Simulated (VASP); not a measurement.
# W (Im-3m) in VASP: relaxation of cell and atoms with PBE

Aim: the relaxation of cell and atoms of W with PBE.

All numbers are computed with VASP 6.6.1; they aren't measurements. Logs are shortened: lines on timing, memory, paths and dates and some standing lists are left out, and cuts for length are marked.

## 1. The cell of the first run

The structure is cubic, space group Im-3m (No. 229). The conventional cell has a = 3.180 Å, b = 3.180 Å, c = 3.180 Å, α = 90.00°, β = 90.00°, γ = 90.00°. Within 3.6 Å of W (site symmetry m-3m) lie 14 W at 2.75 to 3.18 Å.

## 2. Relaxation of cell and atoms, PBE

The input, INCAR:

```
SYSTEM = W
  PREC = Accurate
  ENCUT = 600
  EDIFF = 1E-6
  ISMEAR = 0
  SIGMA = 0.3
  LREAL = .FALSE.
  LASPH = .TRUE.
  NELM = 80
  ALGO = Fast
  ISIF = 3
  LWAVE = .FALSE.
  LCHARG = .FALSE.
  GGA = PE
  IBRION = 2
  NSW = 80
  EDIFFG = -0.005
```

The input, KPOINTS:

```
regular mesh
0
G
  32 32 32
  0 0 0
```

The input, POSCAR:

```
W
1.0
   -1.5900000000      1.5900000000      1.5900000000
    1.5900000000     -1.5900000000      1.5900000000
    1.5900000000      1.5900000000     -1.5900000000
W
1
Direct
    0.0000000000      0.0000000000      0.0000000000
```

Potentials or basis: VASP PAW PBE potentials, release 64 (W_sv).

Command:

```
$ cat potpaw_PBE.64/W_sv/POTCAR > POTCAR
$ mpirun -np 1 vasp_std > vasp.out
```

OUTCAR:

```text
SYSTEM = W
   PREC = Accurate
   ENCUT = 600
   EDIFF = 1E-6
   ISMEAR = 0
   LREAL = .FALSE.
   LASPH = .TRUE.
   NELM = 80
   ISIF = 3
   GGA = PE
   IBRION = 2
   NSW = 80
   EDIFFG = -0.005

 ion  position               nearest neighbor table
   1  0.000  0.000  0.000-

  LATTYP: Found a body centered cubic cell.
 ALAT       =     3.1800000000

  Lattice vectors:

 A1 = (  -1.5900000000,   1.5900000000,   1.5900000000)
 A2 = (   1.5900000000,  -1.5900000000,   1.5900000000)
 A3 = (   1.5900000000,   1.5900000000,  -1.5900000000)

Analysis of symmetry for initial positions (statically):
=====================================================================
 Subroutine PRICEL returns:
 Original cell was already a primitive cell.

 Routine SETGRP: Setting up the symmetry group for a
 body centered cubic supercell.

 Subroutine GETGRP returns: Found 48 space group operations
 (whereof 48 operations were pure point group operations)
 out of a pool of 48 trial point group operations.

The static configuration has the point symmetry O_h .

Analysis of symmetry for dynamics (positions and initial velocities):
=====================================================================
 Subroutine PRICEL returns:
 Original cell was already a primitive cell.

 Routine SETGRP: Setting up the symmetry group for a
 body centered cubic supercell.

 Subroutine GETGRP returns: Found 48 space group operations
 (whereof 48 operations were pure point group operations)
 out of a pool of 48 trial point group operations.

The dynamic configuration has the point symmetry O_h .

 Subroutine INISYM returns: Found 48 space group operations
 (whereof 48 operations are pure point group operations),
 and found     1 'primitive' translations

----------------------------------------------------------------------------------------

                                     Primitive cell

  volume of cell :      16.0787

  direct lattice vectors                    reciprocal lattice vectors
    -1.590000000  1.590000000  1.590000000     0.000000000  0.314465409  0.314465409
     1.590000000 -1.590000000  1.590000000     0.314465409  0.000000000  0.314465409
     1.590000000  1.590000000 -1.590000000     0.314465409  0.314465409  0.000000000

  length of vectors
     2.753960784  2.753960784  2.753960784     0.444721246  0.444721246  0.444721246

  position of ions in fractional coordinates (direct lattice)
     0.000000000  0.000000000  0.000000000

  ion indices of the primitive-cell ions
   primitive index   ion index
                 1           1

----------------------------------------------------------------------------------------

 KPOINTS: regular mesh

Automatic generation of k-mesh.
 Grid dimensions read from file:
 generate k-points for:   32   32   32

 Generating k-lattice:

  Cartesian coordinates                     Fractional coordinates (reciprocal lattice)
     0.000000000  0.009827044  0.009827044     0.031250000  0.000000000  0.000000000
     0.009827044  0.000000000  0.009827044     0.000000000  0.031250000  0.000000000
     0.009827044  0.009827044  0.000000000     0.000000000  0.000000000  0.031250000

  Length of vectors
     0.013897539  0.013897539  0.013897539

  Shift w.r.t. Gamma in fractional coordinates (k-lattice)
     0.000000000  0.000000000  0.000000000

 Subroutine IBZKPT returns following result:
 ===========================================

 Found    897 irreducible k-points:

 Following reciprocal coordinates:
            Coordinates               Weight
  0.000000  0.000000  0.000000      1.000000
  0.031250  0.000000  0.000000     12.000000
  0.062500  0.000000  0.000000     12.000000
  0.093750  0.000000  0.000000     12.000000
  0.125000  0.000000  0.000000     12.000000
  0.156250  0.000000  0.000000     12.000000
[... 16 lines left out ...]
  0.187500  0.031250  0.000000     48.000000
  0.218750  0.031250  0.000000     48.000000
 [... further k-points ...]
   k-points           NKPTS =    897   k-points in BZ     NKDIM =    897   number of bands    NBANDS=     11
   number of dos      NEDOS =    301   number of ions     NIONS =      1
   total plane-waves  NPLWV =  13824
   dimension x,y,z NGX =    24 NGY =   24 NGZ =   24
   dimension x,y,z NGXF=    48 NGYF=   48 NGZF=   48
   ions per type =               1
   NGX,Y,Z   is equivalent  to a cutoff of  14.49, 14.49, 14.49 a.u.
   NGXF,Y,Z  is equivalent  to a cutoff of  28.98, 28.98, 28.98 a.u.
 SYSTEM =  W
   PREC   = accura    normal or accurate (medium, high low for compatibility)
   ISTART =      0    job   : 0-new  1-cont  2-samecut
   ICHARG =      2    charge: 1-file 2-atom 10-const
   ISPIN  =      1    spin polarized calculation?
   LNONCOLLINEAR =      F non collinear calculations
   LSORBIT =      F    spin-orbit coupling
   LASPH  =      T    aspherical Exc in radial PAW
   ENCUT  =  600.0 eV  44.10 Ry    6.64 a.u.   5.50  5.50  5.50*2*pi/ulx,y,z
   NELM   =     80;   NELMIN=  2; NELMDL= -5     # of ELM steps
   EDIFF  = 0.1E-05   stopping-criterion for ELM
   LREAL  =      F    real-space projection
   EDIFFG = -.5E-02   stopping-criterion for IOM
   NSW    =     80    number of steps for IOM
   IBRION =      2    ionic relax: 0-MD 1-quasi-New 2-CG
   NFREE  =      1    steps in history (QN), initial steepest desc. (CG)
   ISIF   =      3    stress and relaxation
   ISYM   =      2    0-nonsym 1-usesym 2-fastsym
   POTIM  = 0.5000    time-step for ionic-motion
   TEBEG  =    0.0;   TEEND  =   0.0 temperature during run
   PSTRESS=    0.0 pullay stress
   NELECT =      14.0000    total number of electrons
   NUPDOWN=      -1.0000    fix difference up-down
   EMIN   =  10.00;   EMAX   =-10.00  energy-range for DOS
   EFERMI =   0.00;   METHOD = LEGACY
   ISMEAR =     0;   SIGMA  =   0.30  broadening in eV -4-tet -1-fermi 0-gaus
   EFERMI_NEDOS =   21; number of points for ismear=-14 and -15
   IALGO  =     68    algorithm
   IMIX   =      4    mixing-type and parameters
     AMIX     =   0.40;   BMIX     =  1.00
     AMIX_MAG =   1.60;   BMIX_MAG =  1.00
  volume/ion in A,a.u.               =      16.08       108.50
  Fermi-wavevector in a.u.,A,eV,Ry     =   1.563269  2.954150 33.250054  2.443810
  Thomas-Fermi vector in A             =   2.666065
   LORBIT       =      0    0 simple, 1 ext, 2 COOP (PROOUT), +10 PAW based schemes
   GGA     = PE    functional components
   LHFCALC =     F    Hartree Fock is set to
   AEXX    =    0.0000 exact exchange contribution
   IVDW    =     0    specifies the selected vdW correction
   LEPSILON=     F    determine dielectric tensor
   LRPA    =     F    only Hartree local field effects (RPA)
 conjugate gradient relaxation of ions
 non-spin polarized calculation
 RMM-DIIS sequential band-by-band and
 Gauss-broadening in eV      SIGMA  =   0.30
  energy-cutoff  :      600.00
  volume of cell :       16.08
 maximum number of plane-waves:       555
 NGX is ok and might be reduce to    24
   NGX = 11   NGY = 11   NGZ = 11

--------------------------------------- Ionic step        1  -------------------------------------------

 number of electron      14.0000002 magnetization

 Free energy of the ion-electron system (eV)
  ---------------------------------------------------
  ext. energy  EPLUGINS =         0.00000000
  ---------------------------------------------------
  free energy    TOTEN  =       -12.96474789 eV

  energy without entropy =      -12.94327747  energy(sigma->0) =      -12.95401268

------------------------ aborting loop because EDIFF is reached ----------------------------------------

  FORCE on cell =-STRESS in cart. coord.  units (eV):
  Direction    XX          YY          ZZ          XY          YZ          ZX
  --------------------------------------------------------------------------------------
  -------------------------------------------------------------------------------------
  Total        0.1675008      0.1675008      0.1675008     -0.0000000      0.0000000     -0.0000000
  in kB       16.6907579     16.6907579     16.6907579     -0.0000000      0.0000000     -0.0000000
  external PRESSURE =      16.6907579 kB  Pullay stress =       0.0000000 kB
[... 55 lines left out ...]
  energy  without entropy=      -12.9382528353  energy(sigma->0) =      -12.94905942

--------------------------------------- Ionic step        3  -------------------------------------------

 number of electron      14.0000002 magnetization

 Free energy of the ion-electron system (eV)
  ---------------------------------------------------
  ext. energy  EPLUGINS =         0.00000000
  ---------------------------------------------------
  free energy    TOTEN  =       -12.96519669 eV

  energy without entropy =      -12.94369760  energy(sigma->0) =      -12.95444715

 E-fermi :  11.1604     XC(G=0): -13.5298

 val. band max:       11.1573924502   @ k =  -0.2812   0.3438   0.1875
 cond. band min:      11.1603704321   @ k =  -0.2812   0.3125   0.1562
 fundamental gap:      0.0029779819
 Fermi energy:        11.1603684437

 k-point     1 :       0.0000    0.0000    0.0000
  band No.  band energies     occupation
      1     -63.0477      2.00000
      2     -26.6379      2.00000
      3     -26.6379      2.00000
      4     -26.6379      2.00000
      5       1.6334      2.00000
      6       9.9648      2.00000
      7       9.9648      2.00000
      8       9.9648      2.00000
      9      13.3767      0.00000
     10      13.3767      0.00000
     11      25.6337      0.00000
[... 309 lines left out ...]
 k-point    24 :       0.2188    0.0312    0.0000
  band No.  band energies     occupation
      1     -62.9919      2.00000
      2     -27.2091      2.00000
      3     -26.8187      2.00000
      4     -26.6453      2.00000
      5       3.8294      2.00000
      6       8.7977      2.00000
      7       9.3461      2.00000
      8      12.3941      0.00000
      9      12.6769      0.00000
     10      13.5696      0.00000
     11      26.0603      0.00000

 [... further k-points ...]

------------------------ aborting loop because EDIFF is reached ----------------------------------------

  FORCE on cell =-STRESS in cart. coord.  units (eV):
  Direction    XX          YY          ZZ          XY          YZ          ZX
  --------------------------------------------------------------------------------------
  -------------------------------------------------------------------------------------
  Total        0.0015532      0.0015532      0.0015532     -0.0000000      0.0000000      0.0000000
  in kB        0.1539365      0.1539365      0.1539365     -0.0000000      0.0000000      0.0000000
  external PRESSURE =       0.1539365 kB  Pullay stress =       0.0000000 kB
[... 16 lines left out ...]
  FREE ENERGIE OF THE ION-ELECTRON SYSTEM (eV)
  ---------------------------------------------------
  free  energy   TOTEN  =       -12.9651966893 eV

  energy  without entropy=      -12.9436976019  energy(sigma->0) =      -12.95444715

 reached required accuracy - stopping structural energy minimisation
```

Wall time 2 min (1 thread of Intel Xeon 6975P-C (Granite Rapids), shared host); peak memory 0.33 GiB.

What came out:

```
Free energy                           : -12.9652 eV
Relaxed volume                        : 16.17 Å³/atom
Relaxed cell                          : a = 2.759 Å, b = 2.759 Å, c = 2.759 Å, α = 109.47°, β = 109.47°, γ = 109.47°
Space group after relaxing (to 0.1 Å) : Im-3m (No. 229)
Energy gained by relaxing             : 0.4 meV/atom
Ionic steps                           : 3
Pressure after relaxing               : 0.0 GPa
Band gap on the k mesh                : zero (bands 7 and 8 overlap by 6.22 eV)
```

Step by step:
```csv
step,energy change (eV),largest force (eV/Å),pressure (GPa),volume (Å³)
1,0.0000,0.0000,1.67,16.08
2,0.0049,0.0000,-5.44,16.47
3,-0.0004,0.0000,0.02,16.17
```

Final structure:
```
CELL_PARAMETERS angstrom
-1.59286 1.59286 1.59286
1.59286 -1.59286 1.59286
1.59286 1.59286 -1.59286
ATOMIC_POSITIONS crystal
W 0.00000 0.00000 0.00000
```

Caveat: so wide a smearing shifts energies and pressures; spin-orbit coupling is left out, which moves the levels of the heavy elements.
